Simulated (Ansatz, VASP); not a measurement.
Two plane-wave programs on Cu

```xyz
1
Lattice="0.0000 1.8155 1.8155 1.8155 0.0000 1.8155 1.8155 1.8155 0.0000" Properties=species:S:1:pos:R:3 pbc="T T T"
Cu    0.0000    0.0000    0.0000
```

Alike in both runs: task single point; functional PBE; k mesh 20 × 20 × 20; occupations gaussian, width 0.05 eV; non-collinear spin, spin-orbit coupling.

|  | VASP | Ansatz |
| --- | --- | --- |
| version | VASP 6.6.1 | Ansatz 0.2.0 |
| potentials or method | VASP PAW PBE potentials, release 64 (Cu), cutoff 600 eV | plane waves, PAW |
| valence electrons in the cell | 11 | 19 |

VASP gave:

- pressure (GPa): 0.6
- net moment per atom (μB): 0.00

Which values does Ansatz return?

Pressure (GPa): -0.2; net moment per atom (μB): 0.00.

VASP's potentials hold 11 valence electrons a cell and Ansatz's 19, so a difference there can come from the potentials and not from the codes.
